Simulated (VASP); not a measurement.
# Al (Fm-3m) in VASP: notebook

Aim: see how the results for Al move with the level of theory and the settings. Levels: PBEsol, RPBE+D3(BJ), PBE. Tasks: relaxation of cell and atoms, single point.

All numbers are computed with VASP 6.6.1; they aren't measurements. Logs are shortened: lines on timing, memory, paths and dates and some standing lists are left out, and cuts for length are marked.

**1. The cell of the first run**

The structure is cubic, space group Fm-3m (No. 225). The conventional cell has a = 4.050 Å, b = 4.050 Å, c = 4.050 Å, α = 90.00°, β = 90.00°, γ = 90.00°. Al (site symmetry m-3m) has 12 Al at 2.86 Å within 3.8 Å.

**2. Relaxation of cell and atoms, PBEsol, target pressure 5 GPa, at which the enthalpy is minimised**

INCAR

```
PREC = Accurate
ENCUT = 600
EDIFF = 1E-6
ISMEAR = -1
SIGMA = 0.05
LREAL = F
LASPH = T
NELM = 60
ALGO = Fast
ISIF = 3
LWAVE = F
LCHARG = F
GGA = PS
IBRION = 2
NSW = 60
EDIFFG = -0.01
PSTRESS = 50.0
```

KPOINTS

```
regular mesh
0
Gamma
  11 11 11
```

POSCAR

```
Al
1.0
    0.0000000000      2.0248050000      2.0248050000
    2.0248050000      0.0000000000      2.0248050000
    2.0248050000      2.0248050000      0.0000000000
Al
1
Direct
    0.0000000000      0.0000000000      0.0000000000
```

Potentials or basis: VASP PAW PBE potentials, release 64 (Al).

Command:

```sh
cat potpaw_PBE.64/Al/POTCAR > POTCAR
mpirun -np 1 vasp_std > vasp.out
```

OUTCAR:

```text
PREC = Accurate
   ENCUT = 600
   EDIFF = 1E-6
   ISMEAR = -1
   LREAL = F
   LASPH = T
   NELM = 60
   ISIF = 3
   GGA = PS
   IBRION = 2
   NSW = 60
   EDIFFG = -0.01
   PSTRESS = 50.0

 ion  position               nearest neighbor table
   1  0.000  0.000  0.000-

  LATTYP: Found a face centered cubic cell.
 ALAT       =     4.0496100000

  Lattice vectors:

 A1 = (   0.0000000000,   2.0248050000,   2.0248050000)
 A2 = (   2.0248050000,   0.0000000000,   2.0248050000)
 A3 = (   2.0248050000,   2.0248050000,   0.0000000000)

Analysis of symmetry for initial positions (statically):
=====================================================================
 Subroutine PRICEL returns:
 Original cell was already a primitive cell.

 Routine SETGRP: Setting up the symmetry group for a
 face centered cubic supercell.

 Subroutine GETGRP returns: Found 48 space group operations
[... 9 lines left out ...]

 Routine SETGRP: Setting up the symmetry group for a
 face centered cubic supercell.

 Subroutine GETGRP returns: Found 48 space group operations
 (whereof 48 operations were pure point group operations)
 out of a pool of 48 trial point group operations.

The dynamic configuration has the point symmetry O_h .

 Subroutine INISYM returns: Found 48 space group operations
 (whereof 48 operations are pure point group operations),
 and found     1 'primitive' translations

----------------------------------------------------------------------------------------

                                     Primitive cell

  volume of cell :      16.6027

  direct lattice vectors                    reciprocal lattice vectors
     0.000000000  2.024805000  2.024805000    -0.246937359  0.246937359  0.246937359
     2.024805000  0.000000000  2.024805000     0.246937359 -0.246937359  0.246937359
     2.024805000  2.024805000  0.000000000     0.246937359  0.246937359 -0.246937359

  length of vectors
     2.863506692  2.863506692  2.863506692     0.427708053  0.427708053  0.427708053

  position of ions in fractional coordinates (direct lattice)
     0.000000000  0.000000000  0.000000000

  ion indices of the primitive-cell ions
   primitive index   ion index
                 1           1

----------------------------------------------------------------------------------------

 KPOINTS: regular mesh

Automatic generation of k-mesh.
[... 66 lines left out ...]
   EDIFF  = 0.1E-05   stopping-criterion for ELM
   LREAL  =      F    real-space projection
   EDIFFG = -.1E-01   stopping-criterion for IOM
   NSW    =     60    number of steps for IOM
   IBRION =      2    ionic relax: 0-MD 1-quasi-New 2-CG
   NFREE  =      1    steps in history (QN), initial steepest desc. (CG)
   ISIF   =      3    stress and relaxation
   ISYM   =      2    0-nonsym 1-usesym 2-fastsym
   POTIM  = 0.5000    time-step for ionic-motion
   TEBEG  =    0.0;   TEEND  =   0.0 temperature during run
   PSTRESS=   50.0 pullay stress
   NELECT =       3.0000    total number of electrons
   NUPDOWN=      -1.0000    fix difference up-down
   EMIN   =  10.00;   EMAX   =-10.00  energy-range for DOS
   EFERMI =   0.00;   METHOD = LEGACY
   ISMEAR =    -1;   SIGMA  =   0.05  broadening in eV -4-tet -1-fermi 0-gaus
   EFERMI_NEDOS =   21; number of points for ismear=-14 and -15
   IALGO  =     68    algorithm
   IMIX   =      4    mixing-type and parameters
     AMIX     =   0.40;   BMIX     =  1.00
     AMIX_MAG =   1.60;   BMIX_MAG =  1.00
  volume/ion in A,a.u.               =      16.60       112.04
  Fermi-wavevector in a.u.,A,eV,Ry     =   0.925526  1.748991 11.654733  0.856599
  Thomas-Fermi vector in A             =   2.051390
   LORBIT       =      0    0 simple, 1 ext, 2 COOP (PROOUT), +10 PAW based schemes
   GGA     = PS    functional components
   LHFCALC =     F    Hartree Fock is set to
   AEXX    =    0.0000 exact exchange contribution
   IVDW    =     0    specifies the selected vdW correction
   LEPSILON=     F    determine dielectric tensor
   LRPA    =     F    only Hartree local field effects (RPA)
 conjugate gradient relaxation of ions
 non-spin polarized calculation
 RMM-DIIS sequential band-by-band and
  energy-cutoff  :      600.00
  volume of cell :       16.60
 maximum number of plane-waves:       564
   NGX = 11   NGY = 11   NGZ = 11

--------------------------------------- Ionic step        1  -------------------------------------------

 number of electron       3.0000000 magnetization

 Free energy of the ion-electron system (eV)
  ---------------------------------------------------
  ext. energy  EPLUGINS =         0.00000000
  ---------------------------------------------------
  free energy    TOTEN  =        -4.09962366 eV

  energy without entropy =       -4.09562720  energy(sigma->0) =       -4.09762543

------------------------ aborting loop because EDIFF is reached ----------------------------------------

  FORCE on cell =-STRESS in cart. coord.  units (eV):
  Direction    XX          YY          ZZ          XY          YZ          ZX
  --------------------------------------------------------------------------------------
  -------------------------------------------------------------------------------------
  Total       -0.1937593     -0.1937593     -0.1937593      0.0000000      0.0000000      0.0000000
  in kB      -18.6979290    -18.6979290    -18.6979290      0.0000000      0.0000000      0.0000000
  external PRESSURE =     -68.6979290 kB  Pullay stress =      50.0000000 kB
[... 61 lines left out ...]
--------------------------------------- Ionic step        3  -------------------------------------------

 number of electron       3.0000000 magnetization

 Free energy of the ion-electron system (eV)
  ---------------------------------------------------
  ext. energy  EPLUGINS =         0.00000000
  ---------------------------------------------------
  free energy    TOTEN  =        -4.08930864 eV

  energy without entropy =       -4.08547645  energy(sigma->0) =       -4.08739255

 E-fermi :   8.7001     XC(G=0): -10.5184

 val. band max:        8.6446969502   @ k =  -0.4545   0.3636   0.0000
 cond. band min:       8.7385089079   @ k =   0.4545   0.1818   0.0909
 fundamental gap:      0.0938119577
 Fermi energy:         8.7001446380

 k-point     1 :       0.0000    0.0000    0.0000
  band No.  band energies     occupation
      1      -2.9206      2.00000
      2      21.7015      0.00000
      3      21.7015      0.00000
      4      21.7015      0.00000
      5      23.7475      0.00000
[... 177 lines left out ...]
 k-point    24 :      -0.1818    0.1818    0.0000
  band No.  band energies     occupation
      1      -0.4325      2.00000
      2      12.6324      0.00000
      3      14.3074      0.00000
      4      21.1504      0.00000
      5      23.2415      0.00000

 [... further k-points ...]
[... 5 lines left out ...]
  --------------------------------------------------------------------------------------
  -------------------------------------------------------------------------------------
  Total        0.4810297      0.4810297      0.4810297     -0.0000000     -0.0000000     -0.0000000
  in kB       50.1442388     50.1442388     50.1442388     -0.0000000     -0.0000000     -0.0000000
  external PRESSURE =       0.1442388 kB  Pullay stress =      50.0000000 kB
[... 20 lines left out ...]
  energy  without entropy=       -4.0854764490  energy(sigma->0) =       -4.08739255

  enthalpy is  TOTEN    =        -3.6096626213 eV   P V=        0.4796460210

 reached required accuracy - stopping structural energy minimisation
```

CONTCAR:

```text
Al
   1.00000000000000
     0.0000000000000000    1.9733788812698665    1.9733788812698665
     1.9733788812698665    0.0000000000000000    1.9733788812698665
     1.9733788812698665    1.9733788812698665   -0.0000000000000000
  Al
     1
Direct
     0.0000000000000000    0.0000000000000000    0.0000000000000000

  0.00000000E+00  0.00000000E+00  0.00000000E+00
```

Run time: 6.1 s. Hardware: 1 thread of AMD EPYC 9R45 (Zen 5), shared host; peak memory 0.11 GiB.

What came out:

| Quantity | Value |
| --- | --- |
| Free energy | -4.0893 eV |
| Relaxed volume | 15.37 Å³/atom |
| Relaxed cell | a = 2.791 Å, b = 2.791 Å, c = 2.791 Å, α = 60.00°, β = 60.00°, γ = 60.00° |
| Space group after relaxing (to 0.05 Å) | Fm-3m (No. 225) |
| Energy change on relaxing (the enthalpy is what falls) | +10.3 meV/atom |
| Ionic steps | 3 |
| Pressure after relaxing | 5.0 GPa |

The path:
| step | energy change (eV) | largest force (eV/Å) | pressure (GPa) | volume (Å³) |
| --- | --- | --- | --- | --- |
| 1 | 0.0000 | 0.0000 | -1.87 | 16.60 |
| 2 | 0.0273 | 0.0000 | 8.06 | 14.95 |
| 3 | 0.0103 | 0.0000 | 5.01 | 15.37 |

Final structure:
```
Al
1.0
     0.00000    1.97338    1.97338
     1.97338    0.00000    1.97338
     1.97338    1.97338    0.00000
Al
1
Direct
  0.00000 0.00000 0.00000
```

Caveat: the cell is relaxed towards a set pressure, so the enthalpy falls and the energy may rise; the PAW data sets were made with another functional, which shifts forces and pressure a little.

**3. Relaxation of cell and atoms, PBEsol, target pressure 10 GPa, at which the enthalpy is minimised**

INCAR

```
PREC     = Accurate       # precision mode
ENCUT    = 600            # plane-wave cutoff, eV
EDIFF    = 1E-6           # SCF threshold, eV
ISMEAR   = -1             # smearing method
SIGMA    = 0.05           # smearing width, eV
LREAL    = False          # projectors in reciprocal space
LASPH    = True           # aspherical terms in the spheres
NELM     = 80             # most SCF steps
ALGO     = Fast           # electronic algorithm
ISIF     = 3              # what is computed and relaxed
LWAVE    = False          # write WAVECAR
LCHARG   = False          # write CHGCAR
GGA      = PS             # functional
IBRION   = 2              # ionic algorithm
NSW      = 60             # ionic steps
EDIFFG   = -0.01          # ionic threshold
PSTRESS  = 100.0
```

KPOINTS is that of step 2.

POSCAR is that of step 2.

Potentials or basis: VASP PAW PBE potentials, release 64 (Al).

Command:

```sh
cat potpaw_PBE.64/Al/POTCAR > POTCAR
mpirun -np 1 vasp_std > vasp.out
```

OUTCAR:

```text
PREC = Accurate
   ENCUT = 600
   EDIFF = 1E-6
   ISMEAR = -1
   LREAL = False
   LASPH = True
   NELM = 80
   ISIF = 3
   GGA = PS
   IBRION = 2
   NSW = 60
   EDIFFG = -0.01
   PSTRESS = 100.0

 ion  position               nearest neighbor table
   1  0.000  0.000  0.000-

  LATTYP: Found a face centered cubic cell.
 ALAT       =     4.0496100000

  Lattice vectors:

 A1 = (   0.0000000000,   2.0248050000,   2.0248050000)
 A2 = (   2.0248050000,   0.0000000000,   2.0248050000)
 A3 = (   2.0248050000,   2.0248050000,   0.0000000000)

Analysis of symmetry for initial positions (statically):
=====================================================================
[... 244 lines left out ...]

 number of electron       3.0000000 magnetization

 Free energy of the ion-electron system (eV)
  ---------------------------------------------------
  ext. energy  EPLUGINS =         0.00000000
  ---------------------------------------------------
  free energy    TOTEN  =        -4.05895134 eV

  energy without entropy =       -4.05525003  energy(sigma->0) =       -4.05710069

 E-fermi :   9.1855     XC(G=0): -10.6825

 val. band max:        9.1512548526   @ k =  -0.3636   0.3636   0.0000
 cond. band min:       9.2256200098   @ k =   0.4545   0.1818   0.0909
 fundamental gap:      0.0743651571
 Fermi energy:         9.1855229814

 k-point     1 :       0.0000    0.0000    0.0000
  band No.  band energies     occupation
      1      -2.7490      2.00000
      2      22.4420      0.00000
      3      22.4420      0.00000
      4      22.4420      0.00000
      5      24.8469      0.00000
[... 177 lines left out ...]
 k-point    24 :      -0.1818    0.1818    0.0000
  band No.  band energies     occupation
      1      -0.1902      2.00000
      2      13.1856      0.00000
      3      15.0019      0.00000
      4      22.0051      0.00000
      5      24.1561      0.00000

 [... further k-points ...]
[... 5 lines left out ...]
  --------------------------------------------------------------------------------------
  -------------------------------------------------------------------------------------
  Total        0.9148854      0.9148854      0.9148854     -0.0000000      0.0000000      0.0000000
  in kB       99.6317352     99.6317352     99.6317352     -0.0000000      0.0000000      0.0000000
  external PRESSURE =      -0.3682648 kB  Pullay stress =     100.0000000 kB
[... 20 lines left out ...]
  energy  without entropy=       -4.0552500328  energy(sigma->0) =       -4.05710069

  enthalpy is  TOTEN    =        -3.1406843183 eV   P V=        0.9182670260

 reached required accuracy - stopping structural energy minimisation
```

CONTCAR:

```text
Al
   1.00000000000000
     0.0000000000000000    1.9448369276556923    1.9448369276556923
     1.9448369276556923    0.0000000000000000    1.9448369276556923
     1.9448369276556923    1.9448369276556923   -0.0000000000000000
  Al
     1
Direct
     0.0000000000000000    0.0000000000000000    0.0000000000000000

  0.00000000E+00  0.00000000E+00  0.00000000E+00
```

Wall time 6.7 s (1 thread of AMD EPYC 9R45 (Zen 5), shared host); peak memory 0.11 GiB.

Results:

```
Free energy                                            : -4.0590 eV
Relaxed volume                                         : 14.71 Å³/atom
Relaxed cell                                           : a = 2.750 Å, b = 2.750 Å, c = 2.750 Å, α = 60.00°, β = 60.00°, γ = 60.00°
Space group after relaxing (to 0.05 Å)                 : Fm-3m (No. 225)
Energy change on relaxing (the enthalpy is what falls) : +40.7 meV/atom
Ionic steps                                            : 3
Pressure after relaxing                                : 10.0 GPa
```

The path:
```csv
step,energy change (eV),largest force (eV/Å),pressure (GPa),volume (Å³)
1,0.0000,0.0000,-1.87,16.60
2,0.1193,0.0000,18.71,13.82
3,0.0407,0.0000,9.96,14.71
```

Final structure:
```
Al
1.0
     0.00000    1.94484    1.94484
     1.94484    0.00000    1.94484
     1.94484    1.94484    0.00000
Al
1
Direct
  0.00000 0.00000 0.00000
```

Levels at points of the mesh, in eV from the Fermi level:
```tsv
k point	band 1	band 2	band 3	band 4
(0.00, 0.00, 0.00)	-11.93	13.26	13.26	13.26
```

Caveat: the cell is relaxed towards a set pressure, so the enthalpy falls and the energy may rise; the PAW data sets were made with another functional, which shifts forces and pressure a little.

**4. Single point, RPBE+D3(BJ)**

This run uses another cell than the first one, of 13.49 Å³/atom, 0.813 times its volume.

INCAR

```
SYSTEM = Al
  PREC = Accurate
  ENCUT = 520
  EDIFF = 1E-6
  ISMEAR = -1
  SIGMA = 0.05
  LREAL = .FALSE.
  LASPH = .TRUE.
  NELM = 100
  ALGO = Normal
  ISIF = 2
  LWAVE = .FALSE.
  LCHARG = .TRUE.
  GGA = RP
  IVDW = 12
  LELF = .TRUE.
  LVHAR = .TRUE.
  NBANDS = 8
```

KPOINTS

```
regular mesh
0
G
  11 11 11
  0 0 0
```

POSCAR

```
Al
1.0
    0.0000000000      1.8896455598      1.8896455598
    1.8896455598      0.0000000000      1.8896455598
    1.8896455598      1.8896455598      0.0000000000
Al
1
Direct
    0.0000000000      0.0000000000      0.0000000000
```

Command:

```sh
cat potpaw_PBE.64/Al/POTCAR > POTCAR
mpirun -np 1 vasp_std > vasp.out
```

Wall time 5 s (1 thread of Intel Xeon Platinum 8375C at 2.90GHz (Ice Lake), shared host); peak memory 0.13 GiB.

It converged, with:

```
Free energy                : -5.5030 eV
Pressure                   : -0.3 GPa
Dispersion energy per atom : -2.212 eV
```

Levels at points of the mesh, in eV from the Fermi level:
```csv
k point,band 1,band 2,band 3,band 4,band 5
"(0.00, 0.00, 0.00)",-12.61,13.77,13.77,13.77,17.05
```

Caveat: the PAW data sets were made with another functional, which shifts forces and pressure a little; pairwise dispersion overbinds metals, which lowers pressure and volume.

**5. Single point, PBE**

INCAR

```
ALGO = Normal
EDIFF = 1E-6
ENCUT = 520
GGA = PE
ISIF = 2
ISMEAR = 0
LASPH = T
LCHARG = F
LREAL = F
LWAVE = F
NBANDS = 8
NELM = 100
PREC = Accurate
SIGMA = 0.020999999999999998
```

KPOINTS

```
k-points
0
Gamma
  11 11 11
```

POSCAR

```
Al
1.0
    0.0000000000      2.0248050000      2.0248050000
    2.0248050000      0.0000000000      2.0248050000
    2.0248050000      2.0248050000      0.0000000000
Al
1
Direct
    0.0000000000      0.0000000000      0.0000000000
```

Command:

```sh
cat potpaw_PBE.64/Al/POTCAR > POTCAR
mpirun -np 1 vasp_std > vasp.out
```

Run time: 8.7 s. Hardware: 1 thread of Intel Xeon Platinum 8375C at 2.90GHz (Ice Lake), shared host; peak memory 0.13 GiB.

Results (log left out):

```yaml
Free_energy: -3.7527 eV
Pressure: -0.5 GPa
```

Levels at points of the mesh, in eV from the Fermi level:
| k point | band 1 | band 2 | band 3 | band 4 | band 5 |
| --- | --- | --- | --- | --- | --- |
| (0.00, 0.00, 0.00) | -11.11 | 12.56 | 12.56 | 12.56 | 14.01 |

**6. Summary**

| task | level | cell | cutoff (eV) | smearing | gap on the mesh (eV) | pressure (GPa) |
| --- | --- | --- | --- | --- | --- | --- |
| relaxation of cell and atoms | PBEsol | relaxed to 5 GPa from a = 2.864 Å, angles 60.0°, 1 atom | 600 | fermi-dirac 0.05 eV | none | 5.0 |
| relaxation of cell and atoms | PBEsol | relaxed to 10 GPa from a = 2.864 Å, angles 60.0°, 1 atom | 600 | fermi-dirac 0.05 eV | none | 10.0 |
| single point | RPBE+D3(BJ) | a = 2.672 Å, angles 60.0°, 1 atom | 520 | fermi-dirac 0.05 eV | none | -0.3 |
| single point | PBE | a = 2.864 Å, angles 60.0°, 1 atom | 520 | gaussian 0.021 eV | none | -0.5 |

Alike in all rows: potentials or basis VASP PAW PBE potentials, release 64 (Al); no spin polarisation; k mesh 11 × 11 × 11.

Caveats: the PAW data sets were made with another functional, which shifts forces and pressure a little (some runs); the cell is relaxed towards a set pressure, so the enthalpy falls and the energy may rise (some runs); pairwise dispersion overbinds metals, which lowers pressure and volume (some runs).

Total energies depend on the potentials used, so only differences within one code and one set of settings carry meaning.
